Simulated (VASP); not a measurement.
Ta, 1 atom in the cell. It takes space group Im-3m (No. 229, cubic). Conventional cell: a = 3.303 Å, b = 3.303 Å, c = 3.303 Å, α = 90.00°, β = 90.00°, γ = 90.00°. Within 3.8 Å of Ta (site symmetry m-3m) lie 14 Ta at 2.86 to 3.30 Å. 

- Program: VASP 6.6.1
- Task: single point
- Functional: RPBE
- Potentials or basis: VASP PAW PBE potentials, release 64 (Ta_pv)
- Cutoff: 500 eV
- k mesh: 10 × 10 × 10
- Occupations: fermi-dirac, width 0.1 eV
- Spin: no spin polarisation
- Dipole correction: no
- Further INCAR settings: ALGO = Normal; EDIFF = 1e-06; NBANDS = 12

Potentials or basis: VASP PAW PBE potentials, release 64 (Ta_pv).

The run is started by

```sh
$ cat potpaw_PBE.64/Ta_pv/POTCAR > POTCAR
$ mpirun -np 1 vasp_std > vasp.out
```

Hardware: 1 thread of Intel Xeon 8259CL, with other jobs on the host.

Question: How long does it take, and how much memory?

Answer: It took 13 s on 1 thread of Intel Xeon 8259CL, with other jobs on the host, peak memory 0.14 GiB. Counts: scf iterations 11, k points 47.
